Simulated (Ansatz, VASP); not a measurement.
**Sn: VASP beside Ansatz**

INCAR

```
ALGO = Fast
EDIFF = 1E-7
ENCUT = 520
GGA = PE
ISIF = 2
ISMEAR = 0
LASPH = True
LCHARG = False
LREAL = False
LWAVE = False
NBANDS = 36
NELM = 100
PREC = Accurate
SIGMA = 0.2
```

File KPOINTS:

```
k-points
0
Gamma
  8 6 6
```

The input POSCAR:

```
Sn
1.0
    0.0000000000      0.0000000000      3.0726471000
    6.5358029814      0.0000000577      0.0000000000
   -3.2679015407      5.6601713872      0.0000000000
Sn
4
Direct
    0.5000000000      0.0000000000      0.0000000000
    0.5000000000      0.0000000000      0.5000000000
    0.5000000000      0.5000000000      1.0000000000
    0.5000000000      0.5000000000      0.5000000000
```

Input for Ansatz:

```yaml
crystal:
  lattice:
    - [0.0, 0.0, 3.0726471]
    - [6.5358029814, 5.77e-08, 0.0]
    - [-3.2679015407, 5.6601713872, 0.0]
  atoms:
    - { symbol: Sn, position: [0.5, 0.0, 0.0] }
    - { symbol: Sn, position: [0.5, 0.0, 0.5] }
    - { symbol: Sn, position: [0.5, 0.5, 1.0] }
    - { symbol: Sn, position: [0.5, 0.5, 0.5] }
basis:
  ecutwfc: 420
kpoints:
  mp_grid: { grid: [8, 6, 6] }
hamiltonian:
  xc: pbe
scf:
  occupations: { method: gaussian, width: 0.2 }
  lower_state_search: "off"
output:
  forces: true
  stress: true
  eigenvalues: true
```

Alike in both runs: task single point; functional PBE; k mesh 8 × 6 × 6; occupations gaussian, width 0.2 eV; no spin polarisation.

|  | VASP | Ansatz |
| --- | --- | --- |
| version | VASP 6.6.1 | Ansatz 0.2.0 |
| potentials or method | VASP PAW PBE potentials, release 64 (Sn_d), cutoff 520 eV | scalar-relativistic, plane waves, PAW |
| valence electrons in the cell | 56 | 56 |

Ansatz gave:

- gap on the k mesh at the Fermi level (eV): none
- pressure (GPa): 0.1
- traceless stress, the component that is largest in VASP (GPa): 0.71

**Question.** Which values does VASP return?

**Answer.** gap on the k mesh at the Fermi level (eV): none; pressure (GPa): 0.1; traceless stress, the component that is largest in VASP (GPa): 0.72.

A gap of «none» marks a metal or a gap that the smearing closes. The functional is the same, so the differences come from potentials, cutoffs and numerics.
